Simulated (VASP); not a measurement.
## MgZn3: single point with LDA

MgZn3:

```xyz
4
Lattice="2.9027 0.0000 0.0000 -1.4513 2.5138 0.0000 0.0000 0.0000 8.3535" Properties=species:S:1:pos:R:3 pbc="T T T"
Mg    1.4513    0.8379    4.1767
Zn    1.4513    0.8379    0.0000
Zn    0.0000    0.0000    6.3950
Zn    0.0000    0.0000    1.9585
```

```yaml
Program: VASP 6.6.1
Task: single point
Functional: LDA
Potentials_or_basis: VASP PAW LDA potentials, release 64 (Mg, Zn)
Cutoff: 520 eV
k_mesh: 10 × 10 × 3
Occupations: gaussian, width 0.1 eV
Spin: no spin polarisation
Dipole_correction: no
Further_INCAR_settings: ALGO = Normal; EDIFF = 1e-06; NBANDS = 27
```

| Item | Value |
| --- | --- |
| Pressure | -0.2 GPa |
| Largest force | 0.062 eV/Å |
| Band gap on the k mesh | zero (band 19 reaches 4.91 eV, above the bottom of band 20 at 2.32 eV) |

Forces in eV/Å, atoms in the order of the input:
```
Mg   0.000  0.000  0.000
Zn   0.000  0.000  0.000
Zn   0.000  0.000 -0.062
Zn   0.000  0.000  0.062
```

Stress tensor (GPa, compression positive):
```
-0.13  0.00  0.00
 0.00 -0.13  0.00
 0.00  0.00 -0.34
```

Levels at points of the mesh, in eV from the Fermi level:
| k point | band 15 | band 16 | band 17 | band 18 | band 19 | band 20 | band 21 | band 22 | band 23 | band 24 |
| --- | --- | --- | --- | --- | --- | --- | --- | --- | --- | --- |
| (0.00, 0.00, 0.00) | -7.19 | -7.05 | -7.05 | -6.90 | -1.66 | 0.43 | 9.62 | 10.65 | 12.23 | 12.23 |
| (0.50, 0.00, 0.00) | -7.00 | -3.58 | -3.39 | -2.06 | -1.77 | -0.98 | 0.32 | 4.01 | 5.13 | 6.19 |

Wall time 24 s on 1 thread of Intel(R) Xeon(R) Platinum 8488C (Sapphire Rapids) (shared host), peak memory 0.18 GiB.
